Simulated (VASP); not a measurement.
# CoSi2 (Fm-3m) in VASP: notebook

The runs below take CoSi2 through single point, with PBEsol.

All numbers are computed with VASP 6.6.1; they aren't measurements. Logs are shortened: lines on timing, memory, paths and dates and some standing lists are left out, and cuts for length are marked.

## 1. The cell of the first run

The structure is cubic, space group Fm-3m (No. 225). The conventional cell has a = 5.383 Å, b = 5.383 Å, c = 5.383 Å, α = 90.00°, β = 90.00°, γ = 90.00°. Co (site symmetry m-3m) has 8 Si at 2.33 Å within 3.1 Å. Si (site symmetry -43m) has 4 Co at 2.33 Å and 6 Si at 2.69 Å within 3.1 Å.

## 2. Single point, PBEsol, collinear spin, ferromagnetic start

Input file INCAR:

```
PREC = Accurate ; ENCUT = 520
EDIFF = 1E-6 ; ISMEAR = 0
SIGMA = 0.15 ; LREAL = F
LASPH = T ; NELM = 150
ALGO = Normal ; ISIF = 2
LWAVE = F ; LCHARG = T
ISPIN = 2 ; MAGMOM = 0.275 0 0
LORBIT = 11 ; NUPDOWN = 0.275
LMAXMIX = 4 ; GGA = PS
LELF = T ; LVHAR = T
NBANDS = 20
```

Input file KPOINTS:

```
regular mesh
0
Gamma
  14 14 14
```

Input file POSCAR:

```
CoSi2
1.0
    0.0000000000      2.6913302155      2.6913302155
    2.6913302155      0.0000000000      2.6913302155
    2.6913302155      2.6913302155      0.0000000000
Co Si
1 2
Direct
    0.0000000000      0.0000000000      0.0000000000
    0.2500000000      0.2500000000      0.2500000000
    0.7500000000      0.7500000000      0.7500000000
```

Potentials or basis: VASP PAW PBE potentials, release 64 (Co, Si).

The run is started by

```
> cat potpaw_PBE.64/Co/POTCAR potpaw_PBE.64/Si/POTCAR > POTCAR
> mpirun -np 1 vasp_std > vasp.out
```

OUTCAR:

```text
PREC = Accurate
   ENCUT = 520
   EDIFF = 1E-6
   ISMEAR = 0
   LREAL = F
   LASPH = T
   NELM = 150
   ISIF = 2
   ISPIN = 2
   LORBIT = 11
   NUPDOWN = 0.275
   GGA = PS

 ion  position               nearest neighbor table
   1  0.000  0.000  0.000-   2 2.33   3 2.33   3 2.33   3 2.33   3 2.33   2 2.33   2 2.33   2 2.33

   2  0.250  0.250  0.250-   1 2.33   1 2.33   1 2.33   1 2.33   3 2.69   3 2.69   3 2.69   3 2.69
                             3 2.69   3 2.69
   3  0.750  0.750  0.750-   1 2.33   1 2.33   1 2.33   1 2.33   2 2.69   2 2.69   2 2.69   2 2.69
                             2 2.69   2 2.69

  LATTYP: Found a face centered cubic cell.
 ALAT       =     5.3826604310

  Lattice vectors:

 A1 = (   0.0000000000,   2.6913302155,   2.6913302155)
 A2 = (   2.6913302155,   0.0000000000,   2.6913302155)
 A3 = (   2.6913302155,   2.6913302155,   0.0000000000)

Analysis of symmetry for initial positions (statically):
=====================================================================
 Subroutine PRICEL returns:
 Original cell was already a primitive cell.

 Routine SETGRP: Setting up the symmetry group for a
 face centered cubic supercell.

 Subroutine GETGRP returns: Found 48 space group operations
 (whereof 48 operations were pure point group operations)
 out of a pool of 48 trial point group operations.

The static configuration has the point symmetry O_h .

Analysis of symmetry for dynamics (positions and initial velocities):
=====================================================================
 Subroutine PRICEL returns:
 Original cell was already a primitive cell.

 Routine SETGRP: Setting up the symmetry group for a
 face centered cubic supercell.

 Subroutine GETGRP returns: Found 48 space group operations
 (whereof 48 operations were pure point group operations)
 out of a pool of 48 trial point group operations.

The dynamic configuration has the point symmetry O_h .

Analysis of structural, dynamic, and magnetic symmetry:
=====================================================================
 Subroutine PRICEL returns:
 Original cell was already a primitive cell.

 Routine SETGRP: Setting up the symmetry group for a
 face centered cubic supercell.

 Subroutine GETGRP returns: Found 48 space group operations
 (whereof 48 operations were pure point group operations)
 out of a pool of 48 trial point group operations.

The overall configuration has the point symmetry O_h .

 Subroutine INISYM returns: Found 48 space group operations
 (whereof 48 operations are pure point group operations),
 and found     1 'primitive' translations

----------------------------------------------------------------------------------------

                                     Primitive cell

  volume of cell :      38.9880

  direct lattice vectors                    reciprocal lattice vectors
     0.000000000  2.691330215  2.691330215    -0.185781736  0.185781736  0.185781736
     2.691330215  0.000000000  2.691330215     0.185781736 -0.185781736  0.185781736
     2.691330215  2.691330215  0.000000000     0.185781736  0.185781736 -0.185781736

  length of vectors
     3.806115692  3.806115692  3.806115692     0.321783406  0.321783406  0.321783406

  position of ions in fractional coordinates (direct lattice)
     0.000000000  0.000000000  0.000000000
     0.250000000  0.250000000  0.250000000
     0.750000000  0.750000000  0.750000000

  ion indices of the primitive-cell ions
   primitive index   ion index
                 1           1
                 2           2
                 3           3

----------------------------------------------------------------------------------------

 KPOINTS: regular mesh

Automatic generation of k-mesh.
 Grid dimensions read from file:
 generate k-points for:   14   14   14

 Generating k-lattice:

  Cartesian coordinates                     Fractional coordinates (reciprocal lattice)
    -0.013270124  0.013270124  0.013270124     0.071428571  0.000000000  0.000000000
     0.013270124 -0.013270124  0.013270124     0.000000000  0.071428571  0.000000000
     0.013270124  0.013270124 -0.013270124     0.000000000  0.000000000  0.071428571

  Length of vectors
     0.022984529  0.022984529  0.022984529

  Shift w.r.t. Gamma in fractional coordinates (k-lattice)
     0.000000000  0.000000000  0.000000000

 Subroutine IBZKPT returns following result:
 ===========================================

 Found    104 irreducible k-points:

 Following reciprocal coordinates:
            Coordinates               Weight
  0.000000  0.000000  0.000000      1.000000
  0.071429  0.000000  0.000000      8.000000
  0.142857  0.000000  0.000000      8.000000
  0.214286  0.000000  0.000000      8.000000
  0.285714  0.000000  0.000000      8.000000
  0.357143  0.000000  0.000000      8.000000
[... 16 lines left out ...]
  0.214286  0.142857  0.000000     24.000000
  0.285714  0.142857  0.000000     24.000000
 [... further k-points ...]
   k-points           NKPTS =    104   k-points in BZ     NKDIM =    104   number of bands    NBANDS=     20
   number of dos      NEDOS =    301   number of ions     NIONS =      3
   total plane-waves  NPLWV =  21952
   dimension x,y,z NGX =    28 NGY =   28 NGZ =   28
   dimension x,y,z NGXF=    56 NGYF=   56 NGZF=   56
   ions per type =               1   2
   NGX,Y,Z   is equivalent  to a cutoff of  12.23, 12.23, 12.23 a.u.
   NGXF,Y,Z  is equivalent  to a cutoff of  24.46, 24.46, 24.46 a.u.
 SYSTEM =  unknown system
   PREC   = accura    normal or accurate (medium, high low for compatibility)
   ISTART =      0    job   : 0-new  1-cont  2-samecut
   ICHARG =      2    charge: 1-file 2-atom 10-const
   ISPIN  =      2    spin polarized calculation?
   LNONCOLLINEAR =      F non collinear calculations
   LSORBIT =      F    spin-orbit coupling
   LASPH  =      T    aspherical Exc in radial PAW
   ENCUT  =  520.0 eV  38.22 Ry    6.18 a.u.   7.08  7.08  7.08*2*pi/ulx,y,z
   NELM   =    150;   NELMIN=  2; NELMDL= -5     # of ELM steps
   EDIFF  = 0.1E-05   stopping-criterion for ELM
   LREAL  =      F    real-space projection
   EDIFFG = 0.1E-04   stopping-criterion for IOM
   NSW    =      0    number of steps for IOM
   IBRION =     -1    ionic relax: 0-MD 1-quasi-New 2-CG
   NFREE  =      0    steps in history (QN), initial steepest desc. (CG)
   ISIF   =      2    stress and relaxation
   ISYM   =      2    0-nonsym 1-usesym 2-fastsym
   POTIM  = 0.5000    time-step for ionic-motion
   TEBEG  =    0.0;   TEEND  =   0.0 temperature during run
   PSTRESS=    0.0 pullay stress
   NELECT =      17.0000    total number of electrons
   NUPDOWN=       0.2750    fix difference up-down
   EMIN   =  10.00;   EMAX   =-10.00  energy-range for DOS
   EFERMI =   0.00;   METHOD = LEGACY
   ISMEAR =     0;   SIGMA  =   0.15  broadening in eV -4-tet -1-fermi 0-gaus
   EFERMI_NEDOS =   21; number of points for ismear=-14 and -15
   IALGO  =     38    algorithm
   IMIX   =      4    mixing-type and parameters
     AMIX     =   0.40;   BMIX     =  1.00
     AMIX_MAG =   1.60;   BMIX_MAG =  1.00
  volume/ion in A,a.u.               =      13.00        87.70
  Fermi-wavevector in a.u.,A,eV,Ry     =   1.241407  2.345919 20.967817  1.541091
  Thomas-Fermi vector in A             =   2.375806
   LORBIT       =     11    0 simple, 1 ext, 2 COOP (PROOUT), +10 PAW based schemes
   GGA     = PS    functional components
   LHFCALC =     F    Hartree Fock is set to
   AEXX    =    0.0000 exact exchange contribution
   IVDW    =     0    specifies the selected vdW correction
   LEPSILON=     F    determine dielectric tensor
   LRPA    =     F    only Hartree local field effects (RPA)
 spin polarized calculation
 Gauss-broadening in eV      SIGMA  =   0.15
  energy-cutoff  :      520.00
  volume of cell :       38.99
 maximum number of plane-waves:      1067
   NGX = 15   NGY = 15   NGZ = 15

 number of electron      16.9999992 magnetization       0.2750000

 Free energy of the ion-electron system (eV)
  ---------------------------------------------------
  ext. energy  EPLUGINS =         0.00000000
  ---------------------------------------------------
  free energy    TOTEN  =       -20.92585405 eV

  energy without entropy =      -20.91345395  energy(sigma->0) =      -20.91965400

 E-fermi :   9.6145     XC(G=0): -11.7877

 val. band max:       10.0267077354   @ k =  -0.3571   0.0714   0.0000
 cond. band min:       9.6309478306   @ k =   0.5000   0.1429   0.0714
 fundamental gap:     -0.3957599048
 Fermi energy:        10.0299094348

 spin component 1

 k-point     1 :       0.0000    0.0000    0.0000
  band No.  band energies     occupation
      1      -3.2356      1.00000
      2       5.7284      1.00000
      3       5.7284      1.00000
      4       5.7284      1.00000
      5       7.8625      1.00000
      6       7.8625      1.00000
[... 12 lines left out ...]
     19      20.0622      0.00000
[... 513 lines left out ...]
      4       5.9371      1.00000
      5       7.0593      1.00000
      6       8.0328      1.00000
[... 12 lines left out ...]
     19      24.2041      0.00000
     20      26.3122      0.00000

 [... further k-points ...]

 spin component 2

 k-point     1 :       0.0000    0.0000    0.0000
  band No.  band energies     occupation
      1      -3.1768      1.00000
      2       5.8304      1.00000
      3       5.8304      1.00000
      4       5.8304      1.00000
      5       8.0073      1.00000
      6       8.0073      1.00000
[... 12 lines left out ...]
     19      20.0917      0.00000
[... 513 lines left out ...]
      4       6.0358      1.00000
      5       7.1718      1.00000
      6       8.1794      1.00000
[... 12 lines left out ...]
     19      24.2469      0.00000
     20      26.3772      0.00000

 [... further k-points ...]

------------------------ aborting loop because EDIFF is reached ----------------------------------------

  FORCE on cell =-STRESS in cart. coord.  units (eV):
  Direction    XX          YY          ZZ          XY          YZ          ZX
  --------------------------------------------------------------------------------------
  -------------------------------------------------------------------------------------
  Total       -1.6485764     -1.6485764     -1.6485764      0.0000000     -0.0000000      0.0000000
  in kB      -67.7467854    -67.7467854    -67.7467854      0.0000000     -0.0000000      0.0000000
  external PRESSURE =     -67.7467854 kB  Pullay stress =       0.0000000 kB

 VOLUME and BASIS-vectors are now :
 -----------------------------------------------------------------------------
  energy-cutoff  :      520.00
  volume of cell :       38.99
      direct lattice vectors                 reciprocal lattice vectors
     0.000000000  2.691330215  2.691330215    -0.185781736  0.185781736  0.185781736
     2.691330215  0.000000000  2.691330215     0.185781736 -0.185781736  0.185781736
     2.691330215  2.691330215  0.000000000     0.185781736  0.185781736 -0.185781736

 POSITION                                       TOTAL-FORCE (eV/Angst)
 -----------------------------------------------------------------------------------
      0.00000      0.00000      0.00000         0.000000     -0.000000     -0.000000
      1.34567      1.34567      1.34567         0.000000      0.000000     -0.000000
      4.03700      4.03700      4.03700        -0.000000      0.000000      0.000000
 -----------------------------------------------------------------------------------
    total drift:                               -0.000000     -0.000000      0.000000

  FREE ENERGIE OF THE ION-ELECTRON SYSTEM (eV)
  ---------------------------------------------------
  free  energy   TOTEN  =       -20.9258540487 eV

  energy  without entropy=      -20.9134539475  energy(sigma->0) =      -20.91965400

 total charge

# of ion       s       p       d       tot
------------------------------------------
    1        0.535   0.706   7.584   8.824
    2        0.718   0.861   0.000   1.579
    3        0.718   0.861   0.000   1.579
--------------------------------------------------
tot          1.970   2.428   7.584  11.982

 magnetization (x)

# of ion       s       p       d       tot
------------------------------------------
    1        0.003   0.033   0.140   0.176
    2        0.002   0.016   0.000   0.018
    3        0.002   0.016   0.000   0.018
--------------------------------------------------
tot          0.007   0.066   0.140   0.212
```

Wall time 2.7 min (1 thread of AMD EPYC 7R43 (Zen 3), shared host); peak memory 0.22 GiB.

What came out:

```yaml
Free_energy: -20.9259 eV
Pressure: -6.8 GPa
Net_moment: 0.28 μB per cell
Site_moments: Co +0.18; Si +0.02 μB
Valence_electrons_inside_the_program's_atomic_spheres: Co 8.82; Si 1.58
```

Caveat: the PAW data sets were made with another functional, which shifts forces and pressure a little; the total moment is fixed, so each spin has its own Fermi level.

(Continued in part 2 of 3.)
